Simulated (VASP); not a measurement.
**Cu3O2: single point with PBE**

Cu3O2:

```
Cu O
1.0
    -2.02298    2.02298    3.67362
     2.02298   -2.02298    3.67362
     2.02298    2.02298   -3.67362
Cu O
3 2
Cartesian
  0.0000 0.0000 0.0000
  0.0000 2.0230 1.8368
  2.0230 0.0000 1.8368
  0.0000 2.0230 0.0000
  2.0230 0.0000 0.0000
```

* Program: VASP 6.6.1
* Task: single point
* Functional: PBE
* Potentials or basis: VASP PAW PBE potentials, release 64 (Cu, O)
* Cutoff: 520 eV
* k mesh: 9 × 9 × 9
* Occupations: fermi-dirac, width 0.05 eV
* Spin: no spin polarisation

- Pressure: 1.5 GPa

Stress tensor (GPa, compression positive):
```
1.28 0.00 0.00
0.00 1.28 0.00
0.00 0.00 1.94
```

Levels at points of the mesh, in eV from the Fermi level:
```tsv
k point	band 20	band 21	band 22	band 23	band 24	band 25	band 26	band 27
(0.00, 0.00, 0.00)	-1.47	-0.78	-0.78	0.40	0.48	5.20	5.20	6.98
```

Wall time 2.9 min on 1 thread of Intel(R) Xeon(R) Platinum 8259CL CPU @ 2.50GHz (Skylake/Cascade Lake), on a shared host, peak memory 0.27 GiB.

Caveat: an odd number of electrons without spin polarisation forces a metal; a magnetic or distorted state may lie lower. With open d or f shells a metallic result of PBE can be an artefact of self-interaction; +U or a hybrid may open a gap.
